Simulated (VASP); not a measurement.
Wanted: the native input for a VASP 6.6.1 run.

* Task: relaxation of cell and atoms
* Functional: r2SCAN
* Potentials or basis: VASP PAW PBE potentials, release 64 (Si, O)
* Cutoff: 600 eV
* k mesh: 8 × 8 × 8
* Occupations: gaussian, width 0.02 eV
* Spin: no spin polarisation
* Dipole correction: no
* Further INCAR settings: ALGO = Normal; EDIFF = 1e-07; IBRION = 2; EDIFFG = -0.015; NSW = 80; ISIF = 3

SiO2:

```xyz
9
Lattice="0.0000 2.2641 -2.2641 4.5283 0.0000 0.0000 -2.2641 -4.5283 -2.2641" Properties=species:S:1:pos:R:3 pbc="T T T"
Si    0.0000   -2.2641   -2.2641
Si    2.2641    0.0000   -2.2641
Si    4.5283    2.2641   -2.2641
O     1.1321   -1.1321   -1.1321
O     3.3962    1.1321   -1.1321
O    -1.1321   -1.1321   -3.3962
O     1.1321   -1.1321   -3.3962
O     3.3962   -1.1321   -1.1321
O     1.1321    1.1321   -1.1321
```

One way to write it, as run:

POSCAR

```
SiO2
1.0
    0.0000000000      2.2641470185     -2.2641470185
    4.5282940370      0.0000000000      0.0000000000
   -2.2641470185     -4.5282940370     -2.2641470185
Si O
3 6
Direct
    0.3333333333      0.3333333333      0.6666666667
    0.6666666667      0.6666666667      0.3333333333
    1.0000000000      1.0000000000      0.0000000000
    0.1666666667      0.4166666667      0.3333333333
    0.5000000000      0.7500000000      0.0000000000
    0.8333333333      0.0833333333      0.6666666667
    0.8333333333      0.5833333333      0.6666666667
    0.1666666667      0.9166666667      0.3333333333
    0.5000000000      0.2500000000      0.0000000000
```

INCAR.step1

```
SYSTEM = SiO2
ALGO = Normal
EDIFF = 1E-4
ENCUT = 600
GGA = PE
ISMEAR = 0
LASPH = .True.
LCHARG = .False.
LREAL = .False.
LUSENCCL = .False.
LWAVE = .True.
NELM = 100
PREC = Accurate
SIGMA = 0.02
```

INCAR.step2

```
SYSTEM = SiO2
ALGO = Normal
EDIFF = 1E-7
EDIFFG = -0.015
ENCUT = 600
IBRION = 2
ISIF = 3
ISMEAR = 0
ISTART = 1
LASPH = .True.
LCHARG = .False.
LMIXTAU = .True.
LREAL = .False.
LUSENCCL = .False.
LWAVE = .False.
METAGGA = R2SCAN
NELM = 100
NSW = 80
PREC = Accurate
SIGMA = 0.02
```

KPOINTS

```
k-points
0
Gamma
  8 8 8
  0 0 0
```

Potentials or basis: VASP PAW PBE potentials, release 64 (Si, O).

Command:

```console
$ cat potpaw_PBE.64/Si/POTCAR potpaw_PBE.64/O/POTCAR > POTCAR
$ cp INCAR.step1 INCAR
$ mpirun -np 1 vasp_std > vasp.out
$ cp INCAR.step2 INCAR
$ mpirun -np 1 vasp_std > vasp.out
```

Results of the run:

```yaml
Pressure_after_relaxing: 0.1 GPa
Band_gap_on_the_k_mesh: 2.68 eV
```

Caveat: the relaxation stopped at its first step, so nothing moved; the PAW data sets were made with another functional, which shifts forces and pressure a little.

Run time: 7.6 min on 1 × NVIDIA H100 80GB with 1 thread of AMD EPYC 7R13 Processor (Zen 3) (shared host), peak memory 1.4 GiB.
